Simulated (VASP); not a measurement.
TlAgI2, 8 atoms in the cell. It takes space group I4/mcm (No. 140, tetragonal). Conventional cell: a = 8.328 Å, b = 8.328 Å, c = 7.649 Å, α = 90.00°, β = 90.00°, γ = 90.00°. Within 3.8 Å of I (site symmetry m2m) lie 2 Ag at 2.87 Å and 4 Tl at 3.60 Å. Tl (site symmetry 422) has 8 I at 3.60 Å and 2 Tl at 3.82 Å and 4 Ag at 4.16 Å within 4.7 Å. Within 3.9 Å of Ag (site symmetry -42m) lie 4 I at 2.87 Å and 2 Ag at 3.82 Å. 

```yaml
Program: VASP 6.6.1
Task: single point
Functional: r2SCAN
Potentials_or_basis: VASP PAW PBE potentials, release 64 (I, Tl_d, Ag)
Cutoff: 520 eV
k_mesh: 5 × 5 × 5
Occupations: fermi-dirac, width 0.1 eV
Spin: no spin polarisation
Dipole_correction: no
Further_INCAR_settings: ALGO = Normal; EDIFF = 1e-06; NBANDS = 48
```

Potentials or basis: VASP PAW PBE potentials, release 64 (I, Tl_d, Ag).

Command:

```bash
$ cat potpaw_PBE.64/I/POTCAR potpaw_PBE.64/Tl_d/POTCAR potpaw_PBE.64/Ag/POTCAR > POTCAR
$ cp INCAR.step1 INCAR
$ mpirun -np 1 vasp_std > vasp.out
$ cp INCAR.step2 INCAR
$ mpirun -np 1 vasp_std > vasp.out
```

Hardware: 1 thread of Intel(R) Xeon(R) Platinum 8259CL CPU @ 2.50GHz (Skylake/Cascade Lake), with other jobs on the host.

Q: How long does it take, and how much memory?

A: It took 16 min on 1 thread of Intel(R) Xeon(R) Platinum 8259CL CPU @ 2.50GHz (Skylake/Cascade Lake), on a shared host, peak memory 0.55 GiB. Counts: k points 18.
